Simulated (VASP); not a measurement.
# MoSe2 (P6_3/mmc) in VASP: a series of runs

The runs below take MoSe2 through single point, relaxation of cell and atoms, with PBE+D3(BJ).

All numbers are computed with VASP 6.6.1; they aren't measurements. Logs are shortened: lines on timing, memory, paths and dates and some standing lists are left out, and cuts for length are marked.

### Step 1. The cell of the first run

It takes space group P6_3/mmc (No. 194, hexagonal). The conventional cell has a = 3.276 Å, b = 3.276 Å, c = 12.732 Å, α = 90.00°, β = 90.00°, γ = 120.00°. Mo (site symmetry -6m2) has 6 Se at 2.53 Å and 6 Mo at 3.28 Å within 3.3 Å. Se (site symmetry 3m) has 3 Mo at 2.53 Å and 6 Se at 3.28 Å within 3.3 Å.

### Step 2. Single point, PBE+D3(BJ)

INCAR reads:

```
SYSTEM = MoSe2
PREC     = Accurate       ! precision mode
ENCUT    = 520            ! plane-wave cutoff, eV
EDIFF    = 1E-6           ! SCF threshold, eV
ISMEAR   = 0              ! smearing method
SIGMA    = 0.02           ! smearing width, eV
LREAL    = .FALSE.        ! projectors in reciprocal space
LASPH    = .TRUE.         ! aspherical terms in the spheres
NELM     = 60             ! most SCF steps
ALGO     = Normal         ! electronic algorithm
ISIF     = 2              ! what is computed and relaxed
LWAVE    = .FALSE.        ! write WAVECAR
LCHARG   = .FALSE.        ! write CHGCAR
GGA      = PE             ! functional
IVDW     = 12             ! dispersion correction
NBANDS   = 35             ! bands
```

KPOINTS reads:

```
Automatic mesh
0
G
  12 12 2
  0 0 0
```

POSCAR reads:

```
MoSe2
1.0
    3.2761977891      0.0000000000      0.0000000000
   -1.6380988946      2.8372705131      0.0000000000
    0.0000000000      0.0000000000     12.7317696845
Mo Se
2 4
Direct
    0.3333333333      0.6666666667      0.2500000000
    0.6666666667      0.3333333333      0.7500000000
    0.3333333333      0.6666666667      0.6184761027
    0.6666666667      0.3333333333      0.1184761027
    0.3333333333      0.6666666667      0.8815238973
    0.6666666667      0.3333333333      0.3815238973
```

Potentials or basis: VASP PAW PBE potentials, release 64 (Mo_sv, Se).

Started as:

```sh
cat potpaw_PBE.64/Mo_sv/POTCAR potpaw_PBE.64/Se/POTCAR > POTCAR
mpirun -np 1 vasp_std > vasp.out
```

OUTCAR:

```text
SYSTEM = MoSe2
   PREC = Accurate
   ENCUT = 520
   EDIFF = 1E-6
   ISMEAR = 0
   LREAL = .FALSE.
   LASPH = .TRUE.
   NELM = 60
   ISIF = 2
   GGA = PE
   IVDW = 12
 IVDW          = 12

 ion  position               nearest neighbor table
   1  0.333  0.667  0.250-   4 2.53   6 2.53   4 2.53   6 2.53   4 2.53   6 2.53
   2  0.667  0.333  0.750-   3 2.53   5 2.53   3 2.53   5 2.53   3 2.53   5 2.53
   3  0.333  0.667  0.618-   2 2.53   2 2.53   2 2.53
   4  0.667  0.333  0.118-   1 2.53   1 2.53   1 2.53
   5  0.333  0.667  0.882-   2 2.53   2 2.53   2 2.53
   6  0.667  0.333  0.382-   1 2.53   1 2.53   1 2.53

  LATTYP: Found a hexagonal cell.
 ALAT       =     3.2761977891
 C/A-ratio  =     3.8861419560

  Lattice vectors:

 A1 = (   3.2761977891,   0.0000000000,   0.0000000000)
 A2 = (  -1.6380988946,   2.8372705131,   0.0000000000)
 A3 = (   0.0000000000,   0.0000000000,  12.7317696845)

Analysis of symmetry for initial positions (statically):
=====================================================================
 Subroutine PRICEL returns:
 Original cell was already a primitive cell.

 Routine SETGRP: Setting up the symmetry group for a
 hexagonal supercell.

 Subroutine GETGRP returns: Found 24 space group operations
 (whereof 12 operations were pure point group operations)
 out of a pool of 24 trial point group operations.

The static configuration has the point symmetry D_3d.
 The point group associated with its full space group is D_6h.

Analysis of symmetry for dynamics (positions and initial velocities):
=====================================================================
 Subroutine PRICEL returns:
 Original cell was already a primitive cell.

 Routine SETGRP: Setting up the symmetry group for a
 hexagonal supercell.

 Subroutine GETGRP returns: Found 24 space group operations
 (whereof 12 operations were pure point group operations)
 out of a pool of 24 trial point group operations.

The dynamic configuration has the point symmetry D_3d.
 The point group associated with its full space group is D_6h.

 Subroutine INISYM returns: Found 24 space group operations
 (whereof 12 operations are pure point group operations),
 and found     1 'primitive' translations

[... 102 lines left out ...]
   EDIFF  = 0.1E-05   stopping-criterion for ELM
   LREAL  =      F    real-space projection
   EDIFFG = 0.1E-04   stopping-criterion for IOM
   NSW    =      0    number of steps for IOM
   IBRION =     -1    ionic relax: 0-MD 1-quasi-New 2-CG
   NFREE  =      0    steps in history (QN), initial steepest desc. (CG)
   ISIF   =      2    stress and relaxation
   ISYM   =      2    0-nonsym 1-usesym 2-fastsym
   POTIM  = 0.5000    time-step for ionic-motion
   TEBEG  =    0.0;   TEEND  =   0.0 temperature during run
   PSTRESS=    0.0 pullay stress
   NELECT =      52.0000    total number of electrons
   NUPDOWN=      -1.0000    fix difference up-down
   EMIN   =  10.00;   EMAX   =-10.00  energy-range for DOS
   EFERMI =   0.00;   METHOD = LEGACY
   ISMEAR =     0;   SIGMA  =   0.02  broadening in eV -4-tet -1-fermi 0-gaus
   EFERMI_NEDOS =   21; number of points for ismear=-14 and -15
   IALGO  =     38    algorithm
   IMIX   =      4    mixing-type and parameters
     AMIX     =   0.40;   BMIX     =  1.00
     AMIX_MAG =   1.60;   BMIX_MAG =  1.00
  volume/ion in A,a.u.               =      19.72       133.11
  Fermi-wavevector in a.u.,A,eV,Ry     =   1.244580  2.351915 21.075136  1.548979
  Thomas-Fermi vector in A             =   2.378840
   LORBIT       =      0    0 simple, 1 ext, 2 COOP (PROOUT), +10 PAW based schemes
   GGA     = PE    functional components
   LHFCALC =     F    Hartree Fock is set to
   AEXX    =    0.0000 exact exchange contribution
   IVDW    =    12    specifies the selected vdW correction
   LEPSILON=     F    determine dielectric tensor
   LRPA    =     F    only Hartree local field effects (RPA)
 non-spin polarized calculation
 Gauss-broadening in eV      SIGMA  =   0.02
  energy-cutoff  :      520.00
  volume of cell :      118.35
 maximum number of plane-waves:      3224
   NGX = 13   NGY = 13   NGZ = 47

 number of electron      52.0000004 magnetization

 Free energy of the ion-electron system (eV)
  ---------------------------------------------------
  ext. energy  EPLUGINS =         0.00000000
  ---------------------------------------------------
  free energy    TOTEN  =       -39.80721983 eV

  energy without entropy =      -39.80721983  energy(sigma->0) =      -39.80721983

 E-fermi :   6.9000     XC(G=0): -10.8347

 val. band max:        6.7331773273   @ k =   0.0000   0.0000   0.0000
 cond. band min:       7.5015686975   @ k =   0.1667   0.1667   0.0000
 fundamental gap:      0.7683913702
 Fermi energy:         6.8999814008

 k-point     1 :       0.0000    0.0000    0.0000
  band No.  band energies     occupation
      1     -54.4672      2.00000
      2     -54.4672      2.00000
      3     -28.6390      2.00000
      4     -28.6390      2.00000
      5     -28.4394      2.00000
      6     -28.4394      2.00000
[... 901 lines left out ...]
     34      10.2523      0.00000
     35      13.0427      0.00000

 [... further k-points ...]

------------------------ aborting loop because EDIFF is reached ----------------------------------------

 Edisp (eV)   -2.87658

 E8    (eV) :    -1.2410

  FORCE on cell =-STRESS in cart. coord.  units (eV):
  Direction    XX          YY          ZZ          XY          YZ          ZX
  --------------------------------------------------------------------------------------
  -------------------------------------------------------------------------------------
  Total       0.20789     0.20789     0.22581    -0.00000     0.00000    -0.00000
  in kB       2.81439     2.81439     3.05695    -0.00000     0.00000    -0.00000
  external pressure =        2.90 kB  Pullay stress =        0.00 kB

 VOLUME and BASIS-vectors are now :
 -----------------------------------------------------------------------------
  energy-cutoff  :      520.00
  volume of cell :      118.35
      direct lattice vectors                 reciprocal lattice vectors
     3.276197789  0.000000000  0.000000000     0.305231877  0.176225706  0.000000000
    -1.638098895  2.837270513  0.000000000     0.000000000  0.352451413  0.000000000
     0.000000000  0.000000000 12.731769684     0.000000000  0.000000000  0.078543677

 POSITION                                       TOTAL-FORCE (eV/Angst)
 -----------------------------------------------------------------------------------
     -0.00000      1.89151      3.18294         0.000000      0.000000     -0.000000
      1.63810      0.94576      9.54883        -0.000000     -0.000000     -0.000000
     -0.00000      1.89151      7.87430        -0.000000     -0.000000     -0.032932
      1.63810      0.94576      1.50841        -0.000000     -0.000000     -0.032932
     -0.00000      1.89151     11.22336        -0.000000     -0.000000      0.032932
      1.63810      0.94576      4.85747        -0.000000     -0.000000      0.032932
 -----------------------------------------------------------------------------------
    total drift:                                0.000000     -0.000000      0.000000

  FREE ENERGIE OF THE ION-ELECTRON SYSTEM (eV)
  ---------------------------------------------------
  free  energy   TOTEN  =       -42.6838022138 eV

  energy  without entropy=      -42.6838022138  energy(sigma->0) =      -42.68380221
```

OSZICAR:

```text
N       E                     dE             d eps       ncg     rms          rms(c)
DAV:   1     0.432160521085E+03    0.43216E+03   -0.28714E+04  2956   0.139E+03
DAV:   2    -0.185667025672E+02   -0.45073E+03   -0.43501E+03  3151   0.353E+02
DAV:   3    -0.413349254729E+02   -0.22768E+02   -0.22301E+02  3212   0.701E+01
DAV:   4    -0.417345933254E+02   -0.39967E+00   -0.39839E+00  3145   0.899E+00
DAV:   5    -0.417384465694E+02   -0.38532E-02   -0.38524E-02  3105   0.920E-01    0.252E+01
DAV:   6    -0.405364378272E+02    0.12020E+01   -0.83827E+00  2866   0.182E+01    0.743E+00
DAV:   7    -0.401900165644E+02    0.34642E+00   -0.56817E+00  2812   0.130E+01    0.659E+00
DAV:   8    -0.398072514918E+02    0.38277E+00   -0.77637E-01  2841   0.564E+00    0.188E+00
DAV:   9    -0.398120409662E+02   -0.47895E-02   -0.12311E-01  2966   0.170E+00    0.106E+00
DAV:  10    -0.398069374470E+02    0.51035E-02   -0.18627E-02  2810   0.879E-01    0.175E-01
DAV:  11    -0.398071848535E+02   -0.24741E-03   -0.11446E-03  3103   0.168E-01    0.489E-02
DAV:  12    -0.398072014481E+02   -0.16595E-04   -0.10002E-04  3034   0.569E-02    0.179E-02
DAV:  13    -0.398072198654E+02   -0.18417E-04   -0.47652E-05  2823   0.346E-02    0.193E-02
DAV:  14    -0.398072198309E+02    0.34459E-07   -0.68411E-06  2581   0.148E-02
   1 F= -.42683802E+02 E0= -.42683802E+02  d E =-.242088E-34
```

Run time: 52 s. Hardware: 1 thread of Intel Xeon 6975P-C (Granite Rapids), shared host; peak memory 0.29 GiB.

Results:

```
Free energy                : -42.6838 eV
Pressure                   : 0.3 GPa
Largest force              : 0.033 eV/Å
Band gap on the k mesh     : 0.77 eV, indirect (least direct gap 1.46 eV)
Dispersion energy per atom : -0.479 eV
```

Forces on the atoms (eV/Å):
```
Mo   0.000  0.000  0.000
Mo   0.000  0.000  0.000
Se   0.000  0.000 -0.033
Se   0.000  0.000 -0.033
Se   0.000  0.000  0.033
Se   0.000  0.000  0.033
```

### Step 3. Relaxation of cell and atoms, PBE+D3(BJ)

INCAR reads:

```
ALGO = Normal ; EDIFF = 1E-6
EDIFFG = -0.005 ; ENCUT = 600
GGA = PE ; IBRION = 2
ISIF = 3 ; ISMEAR = 0
IVDW = 12 ; LASPH = T
LCHARG = F ; LREAL = F
LWAVE = F ; NELM = 80
NSW = 100 ; PREC = Accurate
SIGMA = 0.02
```

KPOINTS reads:

```
k-points
0
Gamma
  12 12 2
```

POSCAR reads:

```
MoSe2
1.0
    3.2777723957      0.0000000000      0.0000000000
   -1.6388861979      2.8386341625      0.0000000000
    0.0000000000      0.0000000000     12.7108750094
Mo Se
2 4
Direct
    0.3333333333      0.6666666667      0.2500000000
    0.6666666667      0.3333333333      0.7500000000
    0.3333333333      0.6666666667      0.6183049646
    0.6666666667      0.3333333333      0.1183049646
    0.3333333333      0.6666666667      0.8816950354
    0.6666666667      0.3333333333      0.3816950354
```

Potentials or basis: VASP PAW PBE potentials, release 64 (Mo_sv, Se).

Started as:

```sh
cat potpaw_PBE.64/Mo_sv/POTCAR potpaw_PBE.64/Se/POTCAR > POTCAR
mpirun -np 1 vasp_std > vasp.out
```

Wall time 3.6 min (1 thread of Intel Xeon 6975P-C (Granite Rapids), shared host); peak memory 0.38 GiB.

Results (log left out):

- Free energy: -42.6845 eV
- Relaxed volume: 19.74 Å³/atom
- Relaxed cell: a = 3.279 Å, b = 3.279 Å, c = 12.720 Å, α = 90.00°, β = 90.00°, γ = 120.00°
- Space group after relaxing (to 0.05 Å): P6_3/mmc (No. 194)
- Energy gained by relaxing: 0.0 meV/atom
- Ionic steps: 4
- Pressure after relaxing: 0.0 GPa
- Largest force after relaxing: 0.005 eV/Å
- Band gap on the k mesh: 0.76 eV, indirect (least direct gap 1.46 eV)
- Dispersion energy per atom: -0.479 eV

Forces in eV/Å, atoms in the order of the input:
```
Mo   0.000  0.000  0.000
Mo   0.000  0.000  0.000
Se   0.000  0.000  0.005
Se   0.000  0.000  0.005
Se   0.000  0.000 -0.005
Se   0.000  0.000 -0.005
```

The path:
```
step  energy change (eV)  largest force (eV/Å)  pressure (GPa)  volume (Å³)
   1              0.0000                0.0277            0.21       118.27
   2              0.0004                0.0611           -0.39       118.70
   3             -0.0001                0.0027            0.01       118.41
   4             -0.0001                0.0047            0.00       118.42
```

Final structure:
```
CELL_PARAMETERS angstrom
3.27879 0.00000 0.00000
-1.63939 2.83951 0.00000
0.00000 0.00000 12.71975
ATOMIC_POSITIONS crystal
Mo 0.33333 0.66667 0.25000
Mo 0.66667 0.33333 0.75000
Se 0.33333 0.66667 0.61827
Se 0.66667 0.33333 0.11827
Se 0.33333 0.66667 0.88173
Se 0.66667 0.33333 0.38173
```

Levels at points of the mesh, in eV from the valence-band top:
| k point | band 24 | band 25 | band 26 | band 27 | band 28 | band 29 |
| --- | --- | --- | --- | --- | --- | --- |
| (0.00, 0.00, 0.00) | -1.20 | -0.67 | 0.00 | 2.45 | 2.45 | 2.54 |
| (0.50, 0.00, 0.00) | -1.20 | -1.13 | -0.88 | 1.55 | 1.60 | 1.78 |
| (0.00, 0.00, 0.50) | -1.52 | -0.16 | -0.16 | 2.47 | 2.47 | 2.47 |
| (0.50, 0.00, 0.50) | -1.17 | -1.04 | -1.04 | 1.57 | 1.57 | 1.99 |

A k mesh can miss the band edges. PBE gaps usually lie below the measured ones, often by a third to a half.
